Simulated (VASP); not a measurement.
# PbSe in VASP: single point with r2SCAN

Aim: the single point of PbSe with r2SCAN.

All numbers are computed with VASP 6.6.1; they aren't measurements. Logs are shortened: lines on timing, memory, paths and dates and some standing lists are left out, and cuts for length are marked.

**1. The cell of the first run**

The cell holds a slab with vacuum, 4 atoms: a = 4.239 Å, b = 4.427 Å, c = 12.223 Å, α = 99.43°, β = 98.96°, γ = 91.24°.

**2. Single point, r2SCAN**

POSCAR

```
PbSe
1.0
    4.2384100000     -0.0419700000      0.0306900000
   -0.0518700000      4.4265900000      0.0308400000
   -2.0098600000     -2.1082800000     11.8712100000
Pb Se
2 2
Direct
    0.8045500000      0.8127600000      0.6165300000
    0.1895100000      0.1966000000      0.3793200000
    0.3046700000      0.3156300000      0.6241000000
    0.6738800000      0.7163300000      0.3757400000
```

INCAR.step1

```
PREC = Accurate ; ENCUT = 550
ISMEAR = 0 ; SIGMA = 0.01
LREAL = False ; LASPH = True
NELM = 120 ; NBANDS = 28
GGA = PE ; ALGO = Normal
EDIFF = 1E-5 ; LWAVE = True
LCHARG = False ; GGA_COMPAT = False
```

INCAR.step2

```
PREC = Accurate ; ENCUT = 550
EDIFF = 1E-6 ; ISMEAR = 0
SIGMA = 0.01 ; LREAL = False
LASPH = True ; NELM = 120
ALGO = Normal ; ISIF = 2
LWAVE = False ; LCHARG = False
METAGGA = R2SCAN ; LMIXTAU = True
NBANDS = 28 ; ISTART = 1
GGA_COMPAT = False
```

KPOINTS

```
Automatic mesh
0
Gamma
  3 3 1
  0.5 0.5 0.5
```

Potentials or basis: VASP PAW PBE potentials, release 64 (Pb_d, Se).

Run with:

```sh
> cat potpaw_PBE.64/Pb_d/POTCAR potpaw_PBE.64/Se/POTCAR > POTCAR
> cp INCAR.step1 INCAR
> mpirun -np 1 vasp_std > vasp.out
> cp INCAR.step2 INCAR
> mpirun -np 1 vasp_std > vasp.out
```

OUTCAR:

```text
PREC = Accurate
   ENCUT = 550
   EDIFF = 1E-6
   ISMEAR = 0
   LREAL = False
   LASPH = True
   NELM = 120
   ISIF = 2
   METAGGA = R2SCAN
   ISTART = 1

 ion  position               nearest neighbor table
   1  0.805  0.813  0.617-   4 2.87   3 3.02   3 3.04   3 3.09   3 3.11   2 4.11
   2  0.190  0.197  0.379-   3 2.91   4 2.99   4 3.01   4 3.06   4 3.21   1 4.11
   3  0.305  0.316  0.624-   2 2.91   1 3.02   1 3.04   1 3.09   1 3.11
   4  0.674  0.716  0.376-   1 2.87   2 2.99   2 3.01   2 3.06   2 3.21

  LATTYP: Found a triclinic cell.
 ALAT       =    12.2997595932
 B/A-ratio  =     0.3599258408
 C/A-ratio  =     0.3446188413
 COS(alpha) =     0.0215660476
 COS(beta)  =     0.1624710141
 COS(gamma) =     0.1971717469

  Lattice vectors:

 A1 = (  -2.0617300000,   2.3183100000,  11.9020500000)
 A2 = (  -0.0518700000,   4.4265900000,   0.0308400000)
 A3 = (  -4.2384100000,   0.0419700000,  -0.0306900000)

Analysis of symmetry for initial positions (statically):
=====================================================================
 Subroutine PRICEL returns:
 Original cell was already a primitive cell.

 Routine SETGRP: Setting up the symmetry group for a
 triclinic supercell.

 Subroutine GETGRP returns: Found  1 space group operations
 (whereof  1 operations were pure point group operations)
 out of a pool of  2 trial point group operations.

The static configuration has the point symmetry C_1 .

Analysis of symmetry for dynamics (positions and initial velocities):
=====================================================================
 Subroutine PRICEL returns:
 Original cell was already a primitive cell.

 Routine SETGRP: Setting up the symmetry group for a
 triclinic supercell.

 Subroutine GETGRP returns: Found  1 space group operations
 (whereof  1 operations were pure point group operations)
 out of a pool of  2 trial point group operations.

The dynamic configuration has the point symmetry C_1 .

 Subroutine INISYM returns: Found  1 space group operations
 (whereof  1 operations are pure point group operations),
 and found     1 'primitive' translations

----------------------------------------------------------------------------------------

                                     Primitive cell

  volume of cell :     223.2529

  direct lattice vectors                    reciprocal lattice vectors
[... 69 lines left out ...]
   ENCUT  =  550.0 eV  40.42 Ry    6.36 a.u.   8.11  8.47 23.37*2*pi/ulx,y,z
   NELM   =    120;   NELMIN=  2; NELMDL=  0     # of ELM steps
   EDIFF  = 0.1E-05   stopping-criterion for ELM
   LREAL  =      F    real-space projection
   EDIFFG = 0.1E-04   stopping-criterion for IOM
   NSW    =      0    number of steps for IOM
   IBRION =     -1    ionic relax: 0-MD 1-quasi-New 2-CG
   NFREE  =      0    steps in history (QN), initial steepest desc. (CG)
   ISIF   =      2    stress and relaxation
   ISYM   =      2    0-nonsym 1-usesym 2-fastsym
   POTIM  = 0.5000    time-step for ionic-motion
   TEBEG  =    0.0;   TEEND  =   0.0 temperature during run
   PSTRESS=    0.0 pullay stress
   NELECT =      40.0000    total number of electrons
   NUPDOWN=      -1.0000    fix difference up-down
   EMIN   =  10.00;   EMAX   =-10.00  energy-range for DOS
   EFERMI =   0.00;   METHOD = LEGACY
   ISMEAR =     0;   SIGMA  =   0.01  broadening in eV -4-tet -1-fermi 0-gaus
   EFERMI_NEDOS =   21; number of points for ismear=-14 and -15
   IALGO  =     38    algorithm
   IMIX   =      4    mixing-type and parameters
     AMIX     =   0.40;   BMIX     =  1.00
     AMIX_MAG =   1.60;   BMIX_MAG =  1.00
  volume/ion in A,a.u.               =      55.81       376.65
  Fermi-wavevector in a.u.,A,eV,Ry     =   0.922917  1.744060 11.589105  0.851775
  Thomas-Fermi vector in A             =   2.048496
   LORBIT       =      0    0 simple, 1 ext, 2 COOP (PROOUT), +10 PAW based schemes
   METAGGA = R2SCAN    functional components
   LHFCALC =     F    Hartree Fock is set to
   AEXX    =    0.0000 exact exchange contribution
   IVDW    =     0    specifies the selected vdW correction
   LEPSILON=     F    determine dielectric tensor
   LRPA    =     F    only Hartree local field effects (RPA)
 non-spin polarized calculation
 Gauss-broadening in eV      SIGMA  =   0.01
  energy-cutoff  :      550.00
  volume of cell :      223.25
 maximum number of plane-waves:      6553
   NGX = 17   NGY = 17   NGZ = 47

 number of electron      40.0000001 magnetization

 Free energy of the ion-electron system (eV)
  ---------------------------------------------------
  ext. energy  EPLUGINS =         0.00000000
  ---------------------------------------------------
  free energy    TOTEN  =      -143.53648925 eV

  energy without entropy =     -143.53648925  energy(sigma->0) =     -143.53648925

 E-fermi :  -0.2861     XC(G=0):  -5.8556

 val. band max:       -0.3332208334   @ k =   0.1667   0.1667   0.5000
 cond. band min:       2.1441420421   @ k =  -0.1667   0.1667   0.5000
 fundamental gap:      2.4773628755
 Fermi energy:        -0.2860629328

 k-point     1 :       0.1667    0.1667    0.5000
  band No.  band energies     occupation
      1     -17.1144      2.00000
      2     -17.0354      2.00000
      3     -17.0294      2.00000
      4     -17.0233      2.00000
      5     -17.0164      2.00000
      6     -17.0043      2.00000
[... 144 lines left out ...]
     27       6.8978      0.00000
     28       7.0717      0.00000

------------------------ aborting loop because EDIFF is reached ----------------------------------------

  FORCE on cell =-STRESS in cart. coord.  units (eV):
  Direction    XX          YY          ZZ          XY          YZ          ZX
  --------------------------------------------------------------------------------------
  -------------------------------------------------------------------------------------
  Total        0.9481597     -0.0692761     -0.9187444      0.7750459      0.1287578     -0.1510497
  in kB        6.8044820     -0.4971612     -6.5933821      5.5621280      0.9240324     -1.0840100
  external PRESSURE =      -0.0953537 kB  Pullay stress =       0.0000000 kB

 VOLUME and BASIS-vectors are now :
 -----------------------------------------------------------------------------
  energy-cutoff  :      550.00
  volume of cell :      223.25
      direct lattice vectors                 reciprocal lattice vectors
     4.238410000 -0.041970000  0.030690000     0.235669992  0.002480486  0.040340728
    -0.051870000  4.426590000  0.030840000     0.001941886  0.225648794  0.040403106
    -2.009860000 -2.108280000 11.871210000    -0.000614310 -0.000592622  0.084028158

 POSITION                                       TOTAL-FORCE (eV/Angst)
 -----------------------------------------------------------------------------------
      2.12872      2.26417      7.36871        -0.040146     -0.008056     -0.049101
      0.03064      0.06260      4.51487        -0.047144      0.071592      0.265559
      0.02059      0.06860      7.42791        -0.014777      0.049401     -0.257935
      2.06384      2.35045      4.50326         0.102068     -0.112936      0.041478
 -----------------------------------------------------------------------------------
    total drift:                                0.000239     -0.000173      0.000250

  FREE ENERGIE OF THE ION-ELECTRON SYSTEM (eV)
  ---------------------------------------------------
  free  energy   TOTEN  =      -143.5364892539 eV

  energy  without entropy=     -143.5364892539  energy(sigma->0) =     -143.53648925
```

OUTCAR.step1:

```text
PREC = Accurate
   ENCUT = 550
   ISMEAR = 0
   LREAL = False
   LASPH = True
[... 365 lines left out ...]
      2.12872      2.26417      7.36871        -0.039375     -0.013374      0.039486
      0.03064      0.06260      4.51487        -0.063587      0.103294      0.168048
      0.02059      0.06860      7.42791        -0.009882      0.049085     -0.072336
      2.06384      2.35045      4.50326         0.112844     -0.139005     -0.135199
 -----------------------------------------------------------------------------------
    total drift:                                0.000157     -0.000011     -0.001324

  FREE ENERGIE OF THE ION-ELECTRON SYSTEM (eV)
  ---------------------------------------------------
  free  energy   TOTEN  =       -16.1697781819 eV

  energy  without entropy=      -16.1697781819  energy(sigma->0) =      -16.16977818
```

OSZICAR.step1:

```text
N       E                     dE             d eps       ncg     rms          rms(c)
DAV:   1     0.401104295880E+03    0.40110E+03   -0.17700E+04   280   0.131E+03
DAV:   2     0.322400031913E+02   -0.36886E+03   -0.35681E+03   296   0.344E+02
DAV:   3    -0.147262743525E+02   -0.46966E+02   -0.46492E+02   360   0.148E+02
DAV:   4    -0.168531457673E+02   -0.21269E+01   -0.21159E+01   320   0.384E+01
DAV:   5    -0.169359040738E+02   -0.82758E-01   -0.82738E-01   356   0.765E+00    0.411E+00
DAV:   6    -0.162165121406E+02    0.71939E+00   -0.14913E+00   392   0.724E+00    0.225E+00
DAV:   7    -0.161861703513E+02    0.30342E-01   -0.37298E-01   344   0.257E+00    0.125E+00
DAV:   8    -0.161733177356E+02    0.12853E-01   -0.52992E-02   368   0.191E+00    0.284E-01
DAV:   9    -0.161700092788E+02    0.33085E-02   -0.90792E-03   364   0.790E-01    0.127E-01
DAV:  10    -0.161672387174E+02    0.27706E-02   -0.34432E-03   320   0.238E-01    0.469E-02
DAV:  11    -0.161675069368E+02   -0.26822E-03   -0.16424E-03   296   0.156E-01    0.499E-02
DAV:  12    -0.161693669792E+02   -0.18600E-02   -0.39551E-04   256   0.106E-01    0.227E-02
DAV:  13    -0.161697238454E+02   -0.35687E-03   -0.83556E-05   272   0.667E-02    0.101E-02
DAV:  14    -0.161697698785E+02   -0.46033E-04   -0.17623E-05   252   0.343E-02    0.574E-03
DAV:  15    -0.161697781819E+02   -0.83034E-05   -0.23906E-06   260   0.104E-02
   1 F= -.16169778E+02 E0= -.16169778E+02  d E =-.261895E-26
```

Wall time 100 s (1 thread of Intel Xeon 6975P-C (Granite Rapids), shared host); peak memory 0.35 GiB.

Results:

| Item | Value |
| --- | --- |
| Free energy | -143.5365 eV |
| Largest force | 0.279 eV/Å |
| Band gap on the k mesh | 2.48 eV, indirect (least direct gap 2.50 eV) |

Forces in eV/Å, atoms in the order of the input:
```
Pb  -0.040 -0.008 -0.049
Pb  -0.047  0.072  0.266
Se  -0.015  0.049 -0.258
Se   0.102 -0.113  0.041
```

Levels at points of the mesh, in eV from the valence-band top:
| k point | band 18 | band 19 | band 20 | band 21 | band 22 | band 23 |
| --- | --- | --- | --- | --- | --- | --- |
| (0.50, 0.50, 0.50) | -2.78 | -1.32 | -1.18 | 3.96 | 4.15 | 5.69 |

Caveat: the PAW data sets were made with another functional, which shifts forces and pressure a little; spin-orbit coupling is left out, which moves the levels of the heavy elements.
